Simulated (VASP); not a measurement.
**CuF: single point with LDA**

The system is CuF.

```xyz
4
Lattice="2.6916 0.0000 0.0000 -1.3458 2.3310 0.0000 0.0000 0.0000 6.6623" Properties=species:S:1:pos:R:3 pbc="T T T"
Cu    0.0000    1.5540    0.3135
Cu    1.3458    0.7770    3.6446
F     0.0000    1.5540    2.1849
F     1.3458    0.7770    5.5160
```

```yaml
Program: VASP 6.6.1
Task: single point
Functional: LDA
Potentials_or_basis: VASP PAW LDA potentials, release 64 (Cu, F)
Cutoff: 520 eV
k_mesh: 12 × 12 × 4
Occupations: fermi-dirac, width 0.02 eV
Spin: no spin polarisation
Dipole_correction: no
Further_INCAR_settings: ALGO = Normal; EDIFF = 1e-06; NBANDS = 26
```

```yaml
Pressure: 0.4 GPa
Largest_force: 0.072 eV/Å
Band_gap_on_the_k_mesh: 0.13 eV (least direct gap 0.49 eV)
```

Forces in eV/Å, atoms in the order of the input:
```
Cu   0.000  0.000 -0.072
Cu   0.000  0.000 -0.072
F    0.000  0.000  0.072
F    0.000  0.000  0.072
```

Stress tensor (GPa, compression positive):
```
0.06 0.00 0.00
0.00 0.06 0.00
0.00 0.00 1.07
```

Levels at points of the mesh, in eV from the valence-band top:
```tsv
k point	band 14	band 15	band 16	band 17	band 18	band 19	band 20	band 21	band 22	band 23
(0.00, 0.00, 0.00)	-1.40	-0.97	-0.97	-0.37	-0.37	0.13	3.42	6.06	11.87	14.00
(0.50, 0.00, 0.00)	-0.58	-0.55	-0.23	-0.21	-0.09	3.77	4.63	6.53	8.03	12.04
(0.00, 0.00, 0.50)	-1.48	-0.64	-0.64	-0.64	-0.64	1.29	1.29	8.76	8.76	18.01
(0.50, 0.00, 0.50)	-0.69	-0.51	-0.51	-0.34	-0.34	4.02	4.02	7.41	7.41	13.24
```

It took 81 s on 1 thread of Intel Xeon 8259CL, on a shared host, peak memory 0.17 GiB.

Caveat: the structure was generated, so it needn't be the stable form of CuF; semilocal functionals underestimate gaps, and a narrow one can read as zero. A k mesh can miss the band edges.
